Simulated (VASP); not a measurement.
Write the native input for VASP 6.6.1 that does the following.

```
Task                   : single point
Functional             : PBE
Potentials or basis    : VASP PAW PBE potentials, release 64 (Si, C)
Cutoff                 : 520 eV
k mesh                 : 9 × 5 × 1
Occupations            : gaussian, width 0.05 eV
Spin                   : collinear spin
Starting moments       : [0.0, 0.0, 0.0, 0.0, 2.0, 0.0, 0.0, 0.0, 0.0] μB
Dipole correction      : yes
Further INCAR settings : ALGO = Normal; EDIFF = 1e-06; NBANDS = 32
```

The structure of Si5C4 lies in POSCAR:

```
Si5C4
1.0
    3.0920147377      0.0000000000      0.0000000000
    0.0000000000      5.0738209500      0.0000000000
    0.0000000000      0.0000000000     18.9686852044
Si C
5 4
Direct
    0.0000000000      0.9954360498      0.2108738669
    0.5000000000      0.4954360498      0.2579297257
    0.5000000000      0.9936729075      0.3565277077
    0.0000000000      0.4650510040      0.3853429996
    0.0000000000      0.7904870000      0.4802278857
    0.0000000000      0.6195639502      0.2108738669
    0.5000000000      0.1195639502      0.2579297257
    0.5000000000      0.6250368441      0.3569005348
    0.0000000000      0.1238203333      0.3937376325
```

These files were run (other wordings do the same):

INCAR

```
SYSTEM = Si5C4
  PREC = Accurate
  ENCUT = 520
  EDIFF = 1E-6
  ISMEAR = 0
  SIGMA = 0.05
  LREAL = .FALSE.
  LASPH = .TRUE.
  NELM = 150
  ALGO = Normal
  ISIF = 2
  LWAVE = .FALSE.
  LCHARG = .FALSE.
  ISPIN = 2
  MAGMOM = 0 0 0 0 2 0 0 0 0
  LORBIT = 11
  LDIPOL = .TRUE.
  IDIPOL = 3
  DIPOL = 0.5 0.5 0.323
  GGA = PE
  NBANDS = 32
```

KPOINTS

```
regular mesh
0
G
  9 5 1
  0 0 0
```

Potentials or basis: VASP PAW PBE potentials, release 64 (Si, C).

The run is started by

```sh
$ cat potpaw_PBE.64/Si/POTCAR potpaw_PBE.64/C/POTCAR > POTCAR
$ mpirun -np 1 vasp_std > vasp.out
```

Results of the run:

```json
{
 "Largest force": "3.209 eV/Å",
 "Net moment": "0.14 μB per cell",
 "Site moments": "Si +0.05, +0.00, +0.01 (each value once); C -0.02, +0.00 (each value once) μB",
 "Valence electrons inside the program's atomic spheres": "Si 1.62, 1.64, 1.68, 1.76, 1.52; C 2.38, 2.48, 2.54, 2.55"
}
```

Run time: 7.5 min on 1 thread of Intel(R) Xeon(R) Platinum 8488C (Sapphire Rapids), with other jobs on the host, peak memory 0.55 GiB.
